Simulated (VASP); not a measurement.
# CdH2O2 (P-3m1) in VASP: settings compared, part 2 of 2

VASP 6.6.1.

### 4 Single point, r2SCAN

The input, POSCAR:

```
CdH2O2
1.0
    3.5019706991      0.0000000000      0.0000000000
   -1.7509853495      3.0327955887      0.0000000000
    0.0000000000      0.0000000000      4.5691751517
Cd H O
1 2 2
Direct
    0.0000000000      0.0000000000      0.0000000000
    0.6666666667      0.3333333333      0.5468707629
    0.3333333333      0.6666666667      0.4531292371
    0.6666666667      0.3333333333      0.7582065004
    0.3333333333      0.6666666667      0.2417934996
```

The input, INCAR.step1:

```
SYSTEM = CdH2O2
PREC = Accurate
ENCUT = 520
ISMEAR = 0
SIGMA = 0.01
LREAL = .FALSE.
LASPH = .TRUE.
NELM = 80
NBANDS = 21
GGA = PE
ALGO = Normal
EDIFF = 1E-4
LWAVE = .TRUE.
LCHARG = .FALSE.
```

The input, INCAR.step2:

```
SYSTEM = CdH2O2
PREC = Accurate
ENCUT = 520
EDIFF = 1E-6
ISMEAR = 0
SIGMA = 0.01
LREAL = .FALSE.
LASPH = .TRUE.
NELM = 80
ALGO = Normal
ISIF = 2
LWAVE = .FALSE.
LCHARG = .FALSE.
METAGGA = R2SCAN
LMIXTAU = .TRUE.
NBANDS = 21
ISTART = 1
```

The input, KPOINTS:

```
Automatic mesh
0
G
  6 6 4
  0 0 0
```

Potentials or basis: VASP PAW PBE potentials, release 64 (Cd, H, O).

Run with:

```
$ cat potpaw_PBE.64/Cd/POTCAR potpaw_PBE.64/H/POTCAR potpaw_PBE.64/O/POTCAR > POTCAR
$ cp INCAR.step1 INCAR
$ mpirun -np 1 vasp_std > vasp.out
$ cp INCAR.step2 INCAR
$ mpirun -np 1 vasp_std > vasp.out
```

OUTCAR:

```text
SYSTEM = CdH2O2
   PREC = Accurate
   ENCUT = 520
   EDIFF = 1E-6
   ISMEAR = 0
   LREAL = .FALSE.
   LASPH = .TRUE.
   NELM = 80
   ISIF = 2
   METAGGA = R2SCAN
   ISTART = 1

 ion  position               nearest neighbor table
   1  0.000  0.000  0.000-   4 2.30   5 2.30   5 2.30   4 2.30   4 2.30   5 2.30
   2  0.667  0.333  0.547-   4 0.97
   3  0.333  0.667  0.453-   5 0.97
   4  0.667  0.333  0.758-   2 0.97   1 2.30   1 2.30   1 2.30
   5  0.333  0.667  0.242-   3 0.97   1 2.30   1 2.30   1 2.30

  LATTYP: Found a hexagonal cell.
 ALAT       =     3.5019706991
 C/A-ratio  =     1.3047439697

  Lattice vectors:

 A1 = (   3.5019706991,   0.0000000000,   0.0000000000)
 A2 = (  -1.7509853495,   3.0327955887,   0.0000000000)
 A3 = (   0.0000000000,   0.0000000000,   4.5691751517)

Analysis of symmetry for initial positions (statically):
=====================================================================
 Subroutine PRICEL returns:
 Original cell was already a primitive cell.

 Routine SETGRP: Setting up the symmetry group for a
 hexagonal supercell.

 Subroutine GETGRP returns: Found 12 space group operations
 (whereof 12 operations were pure point group operations)
 out of a pool of 24 trial point group operations.

The static configuration has the point symmetry D_3d.

Analysis of symmetry for dynamics (positions and initial velocities):
=====================================================================
 Subroutine PRICEL returns:
 Original cell was already a primitive cell.

 Routine SETGRP: Setting up the symmetry group for a
 hexagonal supercell.

 Subroutine GETGRP returns: Found 12 space group operations
 (whereof 12 operations were pure point group operations)
 out of a pool of 24 trial point group operations.

The dynamic configuration has the point symmetry D_3d.

 Subroutine INISYM returns: Found 12 space group operations
 (whereof 12 operations are pure point group operations),
 and found     1 'primitive' translations

----------------------------------------------------------------------------------------

                                     Primitive cell

  volume of cell :      48.5281

  direct lattice vectors                    reciprocal lattice vectors
     3.501970699  0.000000000  0.000000000     0.285553503  0.164864392  0.000000000
    -1.750985350  3.032795589  0.000000000     0.000000000  0.329728783  0.000000000
     0.000000000  0.000000000  4.569175152     0.000000000  0.000000000  0.218857883

  length of vectors
     3.501970699  3.501970699  4.569175152     0.329728783  0.329728783  0.218857883

  position of ions in fractional coordinates (direct lattice)
     0.000000000  0.000000000  0.000000000
     0.666666667  0.333333333  0.546870763
     0.333333333  0.666666667  0.453129237
     0.666666667  0.333333333  0.758206500
     0.333333333  0.666666667  0.241793500

  ion indices of the primitive-cell ions
   primitive index   ion index
                 1           1
                 2           2
                 3           3
                 4           4
                 5           5
[... 21 lines left out ...]

 Subroutine IBZKPT returns following result:
 ===========================================

 Found     24 irreducible k-points:

 Following reciprocal coordinates:
            Coordinates               Weight
  0.000000  0.000000  0.000000      1.000000
  0.166667  0.000000  0.000000      6.000000
  0.333333  0.000000  0.000000      6.000000
  0.500000 -0.000000  0.000000      3.000000
  0.166667  0.166667  0.000000      6.000000
  0.333333  0.166667  0.000000     12.000000
[... 16 lines left out ...]
  0.333333  0.166667  0.500000     12.000000
  0.333333  0.333333  0.500000      2.000000
   k-points           NKPTS =     24   k-points in BZ     NKDIM =     24   number of bands    NBANDS=     21
   number of dos      NEDOS =    301   number of ions     NIONS =      5
   total plane-waves  NPLWV =  28224
   dimension x,y,z NGX =    28 NGY =   28 NGZ =   36
   dimension x,y,z NGXF=    56 NGYF=   56 NGZF=   72
   ions per type =               1   2   2
   NGX,Y,Z   is equivalent  to a cutoff of  13.29, 13.29, 13.10 a.u.
   NGXF,Y,Z  is equivalent  to a cutoff of  26.58, 26.58, 26.20 a.u.
 SYSTEM =  CdH2O2
   PREC   = accura    normal or accurate (medium, high low for compatibility)
   ISTART =      1    job   : 0-new  1-cont  2-samecut
   ICHARG =      0    charge: 1-file 2-atom 10-const
   ISPIN  =      1    spin polarized calculation?
   LNONCOLLINEAR =      F non collinear calculations
   LSORBIT =      F    spin-orbit coupling
   LASPH  =      T    aspherical Exc in radial PAW
   ENCUT  =  520.0 eV  38.22 Ry    6.18 a.u.   6.51  6.51  8.50*2*pi/ulx,y,z
   NELM   =     80;   NELMIN=  2; NELMDL=  0     # of ELM steps
   EDIFF  = 0.1E-05   stopping-criterion for ELM
   LREAL  =      F    real-space projection
   EDIFFG = 0.1E-04   stopping-criterion for IOM
   NSW    =      0    number of steps for IOM
   IBRION =     -1    ionic relax: 0-MD 1-quasi-New 2-CG
   NFREE  =      0    steps in history (QN), initial steepest desc. (CG)
   ISIF   =      2    stress and relaxation
   ISYM   =      2    0-nonsym 1-usesym 2-fastsym
   POTIM  = 0.5000    time-step for ionic-motion
   TEBEG  =    0.0;   TEEND  =   0.0 temperature during run
   PSTRESS=    0.0 pullay stress
   NELECT =      26.0000    total number of electrons
   NUPDOWN=      -1.0000    fix difference up-down
   EMIN   =  10.00;   EMAX   =-10.00  energy-range for DOS
   EFERMI =   0.00;   METHOD = LEGACY
   ISMEAR =     0;   SIGMA  =   0.01  broadening in eV -4-tet -1-fermi 0-gaus
   EFERMI_NEDOS =   21; number of points for ismear=-14 and -15
   IALGO  =     38    algorithm
   IMIX   =      4    mixing-type and parameters
     AMIX     =   0.40;   BMIX     =  1.00
     AMIX_MAG =   1.60;   BMIX_MAG =  1.00
  volume/ion in A,a.u.               =       9.71        65.50
  Fermi-wavevector in a.u.,A,eV,Ry     =   1.329642  2.512659 24.054399  1.767948
  Thomas-Fermi vector in A             =   2.458789
   LORBIT       =      0    0 simple, 1 ext, 2 COOP (PROOUT), +10 PAW based schemes
   METAGGA = R2SCAN    functional components
   LHFCALC =     F    Hartree Fock is set to
   AEXX    =    0.0000 exact exchange contribution
   IVDW    =     0    specifies the selected vdW correction
   LEPSILON=     F    determine dielectric tensor
   LRPA    =     F    only Hartree local field effects (RPA)
 non-spin polarized calculation
 Gauss-broadening in eV      SIGMA  =   0.01
  energy-cutoff  :      520.00
  volume of cell :       48.53
 maximum number of plane-waves:      1331
 NGX is ok and might be reduce to    28
   NGX = 13   NGY = 13   NGZ = 17

 number of electron      25.9999987 magnetization

 Free energy of the ion-electron system (eV)
  ---------------------------------------------------
  ext. energy  EPLUGINS =         0.00000000
  ---------------------------------------------------
  free energy    TOTEN  =       -44.67232466 eV

  energy without entropy =      -44.67232466  energy(sigma->0) =      -44.67232466

 E-fermi :  -0.1308     XC(G=0): -10.6593

 val. band max:       -0.2372410033   @ k =   0.5000  -0.0000   0.0000
 cond. band min:       2.0346346618   @ k =   0.0000   0.0000   0.0000
 fundamental gap:      2.2718756651
 Fermi energy:        -0.1307835440

 k-point     1 :       0.0000    0.0000    0.0000
  band No.  band energies     occupation
      1     -19.9006      2.00000
      2     -18.8446      2.00000
      3      -8.0550      2.00000
      4      -6.7988      2.00000
      5      -6.7988      2.00000
      6      -6.0089      2.00000
[... 565 lines left out ...]
     20      17.6437      0.00000
     21      17.7456      0.00000

------------------------ aborting loop because EDIFF is reached ----------------------------------------

  FORCE on cell =-STRESS in cart. coord.  units (eV):
  Direction    XX          YY          ZZ          XY          YZ          ZX
  --------------------------------------------------------------------------------------
  -------------------------------------------------------------------------------------
  Total        0.6129192      0.6129192      0.6918457      0.0000000      0.0000000     -0.0000000
  in kB       20.2357998     20.2357998     22.8415915      0.0000000      0.0000000     -0.0000000
  external PRESSURE =      21.1043970 kB  Pullay stress =       0.0000000 kB

 VOLUME and BASIS-vectors are now :
 -----------------------------------------------------------------------------
  energy-cutoff  :      520.00
  volume of cell :       48.53
      direct lattice vectors                 reciprocal lattice vectors
     3.501970699  0.000000000  0.000000000     0.285553503  0.164864392  0.000000000
    -1.750985350  3.032795589  0.000000000     0.000000000  0.329728783  0.000000000
     0.000000000  0.000000000  4.569175152     0.000000000  0.000000000  0.218857883

 POSITION                                       TOTAL-FORCE (eV/Angst)
 -----------------------------------------------------------------------------------
      0.00000      0.00000      0.00000         0.000000      0.000000      0.000000
      1.75099      1.01093      2.49875        -0.000000      0.000000     -0.100682
     -0.00000      2.02186      2.07043         0.000000     -0.000000      0.100682
      1.75099      1.01093      3.46438        -0.000000      0.000000      0.000301
     -0.00000      2.02186      1.10480         0.000000      0.000000     -0.000301
 -----------------------------------------------------------------------------------
    total drift:                                0.000000     -0.000000      0.000000

  FREE ENERGIE OF THE ION-ELECTRON SYSTEM (eV)
  ---------------------------------------------------
  free  energy   TOTEN  =       -44.6723246626 eV

  energy  without entropy=      -44.6723246626  energy(sigma->0) =      -44.67232466
```

Wall time 2.5 min (1 thread of Intel Xeon 8259CL, shared host); peak memory 0.19 GiB.

What came out:

| Item | Value |
| --- | --- |
| Free energy | -44.6723 eV |
| Pressure | 2.1 GPa |
| Largest force | 0.101 eV/Å |
| Band gap on the k mesh | 2.27 eV (least direct gap 2.65 eV) |

Forces on the atoms (eV/Å):
```
Cd   0.000  0.000  0.000
H    0.000  0.000 -0.101
H    0.000  0.000  0.101
O    0.000  0.000  0.000
O    0.000  0.000  0.000
```

Levels at points of the mesh, in eV from the valence-band top:
```
           k point  band 10  band 11  band 12  band 13  band 14  band 15  band 16  band 17
(0.00, 0.00, 0.00)    -1.11    -1.11    -0.38    -0.38     2.27     6.82    11.25    13.90
(0.50, 0.00, 0.00)    -3.04    -2.51    -2.32     0.00     7.19     7.32     9.58    11.27
(0.00, 0.00, 0.50)    -1.39    -1.39    -0.08    -0.08     5.04     5.12    11.79    12.37
(0.50, 0.00, 0.50)    -2.45    -2.05    -1.82    -0.53     6.88     7.69    10.00    10.25
```

Caveat: the PAW data sets were made with another functional, which shifts forces and pressure a little.

### 5 The runs side by side

| level | smearing | gap on the mesh (eV) | pressure (GPa) | largest force (eV/Å) |
| --- | --- | --- | --- | --- |
| PBEsol | gaussian 0.01 eV | 1.62 | 2.1 | 0.73 |
| PBEsol | fermi-dirac 0.5 eV | 1.63 | 2.5 | 0.77 |
| r2SCAN | gaussian 0.01 eV | 2.27 | 2.1 | 0.10 |

Alike in all rows: task single point; potentials or basis VASP PAW PBE potentials, release 64 (Cd, H, O); no spin polarisation; cell as given; k mesh 6 × 6 × 4; cutoff (eV) 520.

On the cell as given the gap runs from 1.62 eV (PBEsol) to 2.27 eV (r2SCAN). The pressure there spans 2.1 GPa (PBEsol) to 2.5 GPa (PBEsol); a positive pressure means that this level wants a larger cell, a negative one a smaller.

Caveats: the PAW data sets were made with another functional, which shifts forces and pressure a little; the smearing spreads over this small gap (at least some runs); so wide a smearing shifts energies and pressures (at least some runs).

Total energies depend on the potentials used, so only differences within one code and one set of settings carry meaning.

The gap in the log of VASP goes by the Fermi energy; the results here count the filled bands.